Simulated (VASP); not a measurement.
# AlN (rocksalt type) (Fm-3m) in VASP: notebook, part 2 of 2

VASP 6.6.1.

**4. Single point, PBE**

File INCAR:

```
ALGO = Normal
EDIFF = 1E-6
ENCUT = 520
GGA = PE
ISIF = 2
ISMEAR = -1
LASPH = True
LCHARG = False
LREAL = False
LWAVE = False
NBANDS = 11
NELM = 60
PREC = Accurate
SIGMA = 0.08
```

File KPOINTS:

```
k-points
0
Gamma
  16 16 16
```

File POSCAR:

```
AlN
1.0
    0.0000000000      1.9868167270      1.9868167270
    1.9868167270      0.0000000000      1.9868167270
    1.9868167270      1.9868167270      0.0000000000
Al N
1 1
Direct
    0.0000000000      0.0000000000      0.0000000000
    0.5000000000      0.5000000000      0.5000000000
```

The run is started by

```bash
$ cat potpaw_PBE.64/Al/POTCAR potpaw_PBE.64/N/POTCAR > POTCAR
$ mpirun -np 1 vasp_std > vasp.out
```

Run time: 8.9 s. Hardware: 1 thread of Intel Xeon 6975P-C (Granite Rapids), shared host; peak memory 0.15 GiB.

It converged, with:

- Free energy: -14.4746 eV
- Pressure: 20.7 GPa
- Band gap on the k mesh: 5.12 eV, indirect (least direct gap 6.45 eV)

Levels at points of the mesh, in eV from the valence-band top:
```csv
k point,band 1,band 2,band 3,band 4,band 5,band 6,band 7,band 8,band 9
"(0.00, 0.00, 0.00)",-18.04,0.00,0.00,0.00,6.45,12.33,12.33,12.33,17.62
"(0.50, 0.00, 0.00)",-14.56,-8.64,-1.18,-1.18,6.47,11.43,11.43,14.09,16.69
"(0.50, 0.50, 0.00)",-13.51,-7.74,-2.93,-2.93,5.12,5.21,14.70,18.09,18.09
```

A k mesh can miss the band edges. As with any semilocal functional, this PBE gap is likely too small.

**5. Single point, PBE**

This run uses another cell than the first one, of 8.43 Å³/atom, 1.075 times its volume.

File INCAR:

```
SYSTEM = AlN
PREC = Accurate
ENCUT = 520
EDIFF = 1E-7
ISMEAR = -1
SIGMA = 0.08
LREAL = .False.
LASPH = .True.
NELM = 80
ALGO = Normal
ISIF = 2
LWAVE = .False.
LCHARG = .False.
GGA = PE
NBANDS = 11
```

File KPOINTS:

```
regular mesh
0
Gamma
  16 16 16
  0 0 0
```

File POSCAR:

```
AlN
1.0
    0.0000000000      2.0352786596      2.0352786596
    2.0352786596      0.0000000000      2.0352786596
    2.0352786596      2.0352786596      0.0000000000
Al N
1 1
Direct
    0.0000000000      0.0000000000      0.0000000000
    0.5000000000      0.5000000000      0.5000000000
```

Potentials or basis: VASP PAW PBE potentials, release 64 (Al, N).

The run is started by

```bash
$ cat potpaw_PBE.64/Al/POTCAR potpaw_PBE.64/N/POTCAR > POTCAR
$ mpirun -np 1 vasp_std > vasp.out
```

OUTCAR:

```text
SYSTEM = AlN
   PREC = Accurate
   ENCUT = 520
   EDIFF = 1E-7
   ISMEAR = -1
   LREAL = .False.
   LASPH = .True.
   NELM = 80
   ISIF = 2
   GGA = PE

 ion  position               nearest neighbor table
   1  0.000  0.000  0.000-   2 2.04   2 2.04   2 2.04   2 2.04   2 2.04   2 2.04
   2  0.500  0.500  0.500-   1 2.04   1 2.04   1 2.04   1 2.04   1 2.04   1 2.04

  LATTYP: Found a face centered cubic cell.
 ALAT       =     4.0705573192

  Lattice vectors:

[... 513 lines left out ...]
      5      15.7845      0.00000
      6      20.7887      0.00000
      7      22.0826      0.00000
      8      22.1928      0.00000
      9      25.0746      0.00000
     10      26.2541      0.00000
     11      28.0990      0.00000

 [... further k-points ...]
[... 5 lines left out ...]
  --------------------------------------------------------------------------------------
  -------------------------------------------------------------------------------------
  Total       -0.0285653     -0.0285653     -0.0285653     -0.0000000     -0.0000000     -0.0000000
  in kB       -2.7142359     -2.7142359     -2.7142359     -0.0000000     -0.0000000     -0.0000000
  external PRESSURE =      -2.7142359 kB  Pullay stress =       0.0000000 kB

 VOLUME and BASIS-vectors are now :
 -----------------------------------------------------------------------------
  energy-cutoff  :      520.00
  volume of cell :       16.86
      direct lattice vectors                 reciprocal lattice vectors
     0.000000000  2.035278660  2.035278660    -0.245666606  0.245666606  0.245666606
     2.035278660  0.000000000  2.035278660     0.245666606 -0.245666606  0.245666606
     2.035278660  2.035278660  0.000000000     0.245666606  0.245666606 -0.245666606

 POSITION                                       TOTAL-FORCE (eV/Angst)
 -----------------------------------------------------------------------------------
      0.00000      0.00000      0.00000        -0.000000      0.000000      0.000000
      2.03528      2.03528      2.03528         0.000000     -0.000000     -0.000000
 -----------------------------------------------------------------------------------
    total drift:                               -0.000000     -0.000000      0.000000

  FREE ENERGIE OF THE ION-ELECTRON SYSTEM (eV)
  ---------------------------------------------------
  free  energy   TOTEN  =       -14.5459470442 eV

  energy  without entropy=      -14.5459470441  energy(sigma->0) =      -14.54594704
```

stdout:

```text
POSCAR found type information on POSCAR AlN
 POSCAR found :  2 types and       2 ions
 scaLAPACK will be used
 LDA part: xc-table for (Slater+PW92), standard interpolation
 POSCAR, INCAR and KPOINTS ok, starting setup
 FFT: planning ... GRIDC
 FFT: planning ... GRID_SOFT
 FFT: planning ... GRID
 WAVECAR not read
 entering main loop
```

Run time: 10 s. Hardware: 1 thread of Intel Xeon 6975P-C (Granite Rapids), shared host; peak memory 0.14 GiB.

Results:

* Free energy: -14.5459 eV
* Pressure: -0.3 GPa
* Band gap on the k mesh: 4.41 eV, indirect (least direct gap 5.39 eV)

Levels at points of the mesh, in eV from the valence-band top:
```tsv
k point	band 1	band 2	band 3	band 4	band 5	band 6	band 7	band 8	band 9
(0.00, 0.00, 0.00)	-17.37	0.00	0.00	0.00	5.39	12.10	12.10	12.10	17.19
(0.50, 0.00, 0.00)	-14.19	-8.18	-1.04	-1.04	6.01	10.84	10.84	13.00	15.88
(0.50, 0.50, 0.00)	-13.24	-7.25	-2.75	-2.75	4.41	5.34	13.80	16.93	16.93
```
